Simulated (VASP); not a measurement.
Pt, 2 atoms in the cell. It takes space group Cmcm (No. 63, orthorhombic). Conventional cell: a = 2.708 Å, b = 4.691 Å, c = 4.677 Å, α = 90.00°, β = 90.00°, γ = 90.00°. Within 3.7 Å of Pt (site symmetry m2m) lie 14 Pt at 2.71 to 3.68 Å.  This cell differs from its parent crystal: atoms displaced along a vibrational mode.

* Program: VASP 6.6.1
* Task: single point
* Functional: LDA
* Potentials or basis: VASP PAW LDA potentials, release 64 (Pt)
* Cutoff: 520 eV
* k mesh: 18 × 18 × 10
* Occupations: gaussian, width 0.15 eV
* Spin: no spin polarisation
* Dipole correction: no
* Further INCAR settings: ALGO = Fast; EDIFF = 1e-06; NBANDS = 17

Potentials or basis: VASP PAW LDA potentials, release 64 (Pt).

The run is started by

```console
$ cat potpaw_LDA.64/Pt/POTCAR > POTCAR
$ mpirun -np 1 vasp_std > vasp.out
```

Hardware: 1 thread of Intel(R) Xeon(R) 6975P-C (Granite Rapids) (shared host).

**Question.** Estimate the wall time of this run.

**Answer.** It took 110 s on 1 thread of Intel(R) Xeon(R) 6975P-C (Granite Rapids), on a shared host, peak memory 0.31 GiB. Counts: scf iterations 16, k points 546.
